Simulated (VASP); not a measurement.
Input of a VASP 6.6.1 run:

Contents of INCAR:

```
SYSTEM = Sn4S
PREC = Accurate
ENCUT = 520
EDIFF = 1E-7
ISMEAR = 0
SIGMA = 0.1
LREAL = .FALSE.
LASPH = .TRUE.
NELM = 80
ALGO = Normal
ISIF = 2
LWAVE = .FALSE.
LCHARG = .FALSE.
GGA = PE
NBANDS = 39
```

Contents of KPOINTS:

```
regular mesh
0
G
  4 4 4
  0 0 0
```

POSCAR

```
Sn4S
1.0
   -3.3251210302      3.3251210302      3.3251210302
    3.3251210302     -3.3251210302      3.3251210302
    3.3251210302      3.3251210302     -3.3251210302
Sn S
4 1
Direct
    0.0000000000      0.5032434076      0.0000000000
    0.4967565924      0.4967565924      0.4967565924
    0.0000000000      0.0000000000      0.5032434076
    0.5032434076      0.0000000000      0.0000000000
    0.0000000000      0.0000000000      0.0000000000
```

Potentials or basis: VASP PAW PBE potentials, release 64 (Sn_d, S).

Command:

```sh
$ cat potpaw_PBE.64/Sn_d/POTCAR potpaw_PBE.64/S/POTCAR > POTCAR
$ mpirun -np 1 vasp_std > vasp.out
```

Problem. Estimate the band gap on the k mesh.

Solution. Zero (band 31 reaches 6.97 eV, above the bottom of band 32 at 5.59 eV).

Problem. What does it give for the pressure?

Solution. -0.1 GPa.

Forces in eV/Å, atoms in the order of the input:
```
Sn  -0.009  0.009 -0.009
Sn   0.009  0.009  0.009
Sn  -0.009 -0.009  0.009
Sn   0.009 -0.009 -0.009
S    0.000  0.000  0.000
```

Caveat: spin-orbit coupling is left out, which moves the levels of the heavy elements.
